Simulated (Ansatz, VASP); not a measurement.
# BP: VASP beside Ansatz

```
B P
1.0
     0.00000    2.23571    2.33707
     2.23571    0.00000    2.33707
     2.23571    2.23571    0.00000
B P
1 1
Direct
  0.00000 0.00000 0.00000
  0.75000 0.75000 0.75000
```

Change from the starting cell: z stretched by +3 % at fixed volume.

Alike in both runs: task single point; functional PBE; k mesh 12 × 12 × 12; occupations fermi-dirac, width 0.08 eV; no spin polarisation.

```csv
,VASP,Ansatz
version,VASP 6.6.1,Ansatz 0.2.0
potentials or method,"VASP PAW PBE potentials, release 64 (B, P), cutoff 520 eV","all-electron LAPW, scalar-relativistic"
```

Ansatz gave:

| Item | Value |
| --- | --- |
| pressure (GPa) | 1.1 |
| traceless stress, the component that is largest in VASP (GPa) | -8.39 |

Q: What did VASP give for the same quantities?

A: Pressure (GPa): 0.9; traceless stress, the component that is largest in VASP (GPa): -8.40.

Ansatz ran all-electron here, and VASP with PAW potentials.
